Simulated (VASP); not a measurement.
# TiAl3 (P6_3/mmc) in VASP: a series of runs, part 2 of 2

VASP 6.6.1.

## Step 4: Single point, PBE

This run uses another cell than the first one, of 16.75 Å³/atom, 1.292 times its volume.

Contents of INCAR:

```
SYSTEM = TiAl3
PREC = Accurate
ENCUT = 520
EDIFF = 1E-7
ISMEAR = 0
SIGMA = 0.1
LREAL = .False.
LASPH = .True.
NELM = 60
ALGO = Fast
ISIF = 2
LWAVE = .False.
LCHARG = .True.
GGA = PE
LELF = .True.
LVHAR = .True.
NBANDS = 31
```

Contents of KPOINTS:

```
Automatic mesh
0
Gamma
  12 12 2
  0 0 0
```

Contents of POSCAR:

```
TiAl3
1.0
    2.9131512465      0.0000000000      0.0000000000
   -1.4565756232      2.5228629845      0.0000000000
    0.0000000000      0.0000000000     18.2287675107
Ti Al
2 6
Direct
    0.0000000000      0.0000000000      0.0000000000
    0.0000000000      0.0000000000      0.5000000000
    0.3333333333      0.6666666667      0.1240837650
    0.6666666667      0.3333333333      0.6240837650
    0.3333333333      0.6666666667      0.3759162350
    0.6666666667      0.3333333333      0.8759162350
    0.3333333333      0.6666666667      0.7500000000
    0.6666666667      0.3333333333      0.2500000000
```

Potentials or basis: VASP PAW PBE potentials, release 64 (Ti_sv, Al).

Started as:

```console
$ cat potpaw_PBE.64/Ti_sv/POTCAR potpaw_PBE.64/Al/POTCAR > POTCAR
$ mpirun -np 1 vasp_std > vasp.out
```

OUTCAR:

```text
SYSTEM = TiAl3
   PREC = Accurate
   ENCUT = 520
   EDIFF = 1E-7
   ISMEAR = 0
   LREAL = .False.
   LASPH = .True.
   NELM = 60
   ISIF = 2
   GGA = PE

 ion  position               nearest neighbor table
   1  0.000  0.000  0.000-   3 2.82   6 2.82   3 2.82   6 2.82   6 2.82   3 2.82
   2  0.000  0.000  0.500-   4 2.82   5 2.82   5 2.82   4 2.82   4 2.82   5 2.82
   3  0.333  0.667  0.124-   1 2.82   1 2.82   1 2.82   8 2.85   8 2.85   8 2.85
   4  0.667  0.333  0.624-   2 2.82   2 2.82   2 2.82   7 2.85   7 2.85   7 2.85
   5  0.333  0.667  0.376-   2 2.82   2 2.82   2 2.82   8 2.85   8 2.85   8 2.85
   6  0.667  0.333  0.876-   1 2.82   1 2.82   1 2.82   7 2.85   7 2.85   7 2.85
   7  0.333  0.667  0.750-   4 2.85   6 2.85   4 2.85   6 2.85   4 2.85   6 2.85
   8  0.667  0.333  0.250-   3 2.85   5 2.85   3 2.85   5 2.85   3 2.85   5 2.85

  LATTYP: Found a hexagonal cell.
 ALAT       =     2.9131512465
 C/A-ratio  =     6.2574051150

  Lattice vectors:

 A1 = (   2.9131512465,   0.0000000000,   0.0000000000)
 A2 = (  -1.4565756232,   2.5228629845,   0.0000000000)
 A3 = (   0.0000000000,   0.0000000000,  18.2287675107)

[... 197 lines left out ...]
 k-point     1 :       0.0000    0.0000    0.0000
  band No.  band energies     occupation
      1     -48.7365      2.00000
      2     -48.7365      2.00000
      3     -25.0683      2.00000
      4     -25.0683      2.00000
      5     -24.6863      2.00000
      6     -24.6863      2.00000
[... 805 lines left out ...]
     30      11.2535      0.00000
     31      11.2664      0.00000

 [... further k-points ...]

------------------------ aborting loop because EDIFF is reached ----------------------------------------

  FORCE on cell =-STRESS in cart. coord.  units (eV):
  Direction    XX          YY          ZZ          XY          YZ          ZX
  --------------------------------------------------------------------------------------
  -------------------------------------------------------------------------------------
  Total       -0.0599725     -0.0599725     -0.0591617     -0.0000000     -0.0000000      0.0000000
  in kB       -0.7172145     -0.7172145     -0.7075179     -0.0000000     -0.0000000      0.0000000
  external PRESSURE =      -0.7139823 kB  Pullay stress =       0.0000000 kB

 VOLUME and BASIS-vectors are now :
 -----------------------------------------------------------------------------
  energy-cutoff  :      520.00
  volume of cell :      133.97
      direct lattice vectors                 reciprocal lattice vectors
     2.913151247  0.000000000  0.000000000     0.343270883  0.198187537  0.000000000
    -1.456575623  2.522862985  0.000000000     0.000000000  0.396375073  0.000000000
     0.000000000  0.000000000 18.228767511     0.000000000  0.000000000  0.054858344

 POSITION                                       TOTAL-FORCE (eV/Angst)
 -----------------------------------------------------------------------------------
      0.00000      0.00000      0.00000        -0.000000      0.000000     -0.000000
      0.00000      0.00000      9.11438        -0.000000      0.000000     -0.000000
     -0.00000      1.68191      2.26189         0.000000      0.000000      0.002827
      1.45658      0.84095     11.37628        -0.000000      0.000000      0.002827
     -0.00000      1.68191      6.85249         0.000000      0.000000     -0.002827
      1.45658      0.84095     15.96687         0.000000     -0.000000     -0.002827
     -0.00000      1.68191     13.67158        -0.000000      0.000000      0.000000
      1.45658      0.84095      4.55719        -0.000000      0.000000      0.000000
 -----------------------------------------------------------------------------------
    total drift:                                0.000000      0.000000      0.000000

  FREE ENERGIE OF THE ION-ELECTRON SYSTEM (eV)
  ---------------------------------------------------
  free  energy   TOTEN  =       -38.9222079583 eV

  energy  without entropy=      -38.8939823702  energy(sigma->0) =      -38.90809516
```

OSZICAR:

```text
N       E                     dE             d eps       ncg     rms          rms(c)
DAV:   1     0.331566616929E+03    0.33157E+03   -0.18185E+04  2356   0.129E+03
DAV:   2    -0.555054907290E+01   -0.33712E+03   -0.32726E+03  2433   0.359E+02
DAV:   3    -0.389337811843E+02   -0.33383E+02   -0.32089E+02  3973   0.983E+01
[... 35 lines left out ...]
RMM:  39    -0.389222073464E+02   -0.25545E-06   -0.23483E-06  2210   0.466E-03    0.273E-04
RMM:  40    -0.389222075881E+02   -0.24172E-06   -0.21685E-06  2491   0.436E-03    0.188E-04
RMM:  41    -0.389222077597E+02   -0.17161E-06   -0.14761E-06  2217   0.396E-03    0.304E-04
RMM:  42    -0.389222078648E+02   -0.10515E-06   -0.13025E-06  2190   0.362E-03    0.928E-05
RMM:  43    -0.389222079583E+02   -0.93412E-07   -0.93281E-07  2141   0.336E-03
   1 F= -.38922208E+02 E0= -.38908095E+02  d E =-.282256E-01
```

It took 8.3 min on 1 thread of Intel Xeon 6975P-C, shared host; peak memory 0.34 GiB.

What came out:

| Item | Value |
| --- | --- |
| Free energy | -38.9222 eV |
| Pressure | -0.1 GPa |
| Band gap on the k mesh | zero (band 21 reaches 9.02 eV, above the bottom of band 22 at 6.58 eV) |

Forces on the atoms (eV/Å):
```
Ti   0.000  0.000  0.000
Ti   0.000  0.000  0.000
Al   0.000  0.000  0.003
Al   0.000  0.000  0.003
Al   0.000  0.000 -0.003
Al   0.000  0.000 -0.003
Al   0.000  0.000  0.000
Al   0.000  0.000  0.000
```

## Step 5: The runs side by side

```tsv
cell	k mesh	gap on the mesh (eV)	pressure (GPa)
a = 2.920, b = 2.920, c = 14.049 Å, angles 90.0, 90.0, 120.0°, 8 atoms	6 × 6 × 2	none	72.9
a = 2.905, b = 2.905, c = 18.313 Å, angles 90.0, 90.0, 120.0°, 8 atoms	6 × 6 × 2	none	-0.1
a = 2.913, b = 2.913, c = 18.229 Å, angles 90.0, 90.0, 120.0°, 8 atoms	12 × 12 × 2	none	-0.1
```

Alike in all rows: task single point; level PBE; potentials or basis VASP PAW PBE potentials, release 64 (Ti_sv, Al); no spin polarisation; cutoff (eV) 520; smearing gaussian 0.1 eV.

Caveats: some runs use coarse meshes; forces of over 1 eV/Å act on the atoms, so gaps and moduli don't describe the material at rest (some runs).

Total energies depend on the potentials used, so only differences within one code and one set of settings carry meaning.
